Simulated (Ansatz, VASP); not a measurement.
MoS2: VASP beside Ansatz

```
CELL_PARAMETERS angstrom
3.16464 0.00000 0.00000
-1.58232 2.74066 0.00000
0.00000 0.00000 12.23258
ATOMIC_POSITIONS crystal
Mo 0.33333 0.66667 0.25000
Mo 0.66667 0.33333 0.75000
S 0.33333 0.66667 0.62278
S 0.66667 0.33333 0.12278
S 0.33333 0.66667 0.87722
S 0.66667 0.33333 0.37722
```

Alike in both runs: task single point; functional PBE; k mesh 12 × 12 × 3; non-collinear spin, spin-orbit coupling.

```csv
,VASP,Ansatz
version,VASP 6.6.1,Ansatz 0.2.0
potentials or method,"VASP PAW PBE potentials, release 64 (Mo_sv, S)","plane waves, PAW"
plane-wave cutoff (eV),520,420
occupations,"gaussian, width 0.01 eV",fixed
valence electrons in the cell,52,52
```

```tsv
	VASP	Ansatz	Ansatz less VASP
net moment per atom (μB)	0.00	0.00	0.000
```
